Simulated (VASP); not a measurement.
The system is TePb.

```xyz
2
Lattice="0.0000 3.2524 3.2524 3.2524 0.0000 3.2524 3.2524 3.2524 0.0000" Properties=species:S:1:pos:R:3 pbc="T T T"
Pb    0.0000    0.0000    0.0000
Te    3.2524    3.2524    3.2524
```

Base run:

| Item | Value |
| --- | --- |
| Program | VASP 6.6.1 |
| Functional | PBE |
| Potentials or basis | VASP PAW PBE potentials, release 64 (Pb_d, Te) |
| Cutoff | 520 eV |
| k mesh | 7 × 7 × 7 |
| Occupations | fermi-dirac, width 0.05 eV |
| Spin | no spin polarisation |

Its results: pressure 1.1 GPa.

**Question.** After a change of settings the same cell gave: pressure -0.7 GPa. Which change was it?
A. dispersion from none to D3(BJ)
B. functional from PBE to PBE exchange alone
C. functional from PBE to RPBE; dispersion from none to D3(BJ)
D. functional from PBE to BLYP; further incar settings from ALGO = Normal; EDIFF = 1e-06; NBANDS = 17 to ALGO = Normal; EDIFF = 1e-07; NBANDS = 17

**Answer.** A.

Dispersion adds attraction, which lowers the pressure at fixed volume and, as a term added to the energy, leaves the levels alone.

Caveats: spin-orbit coupling is left out, which moves the levels of the heavy elements.
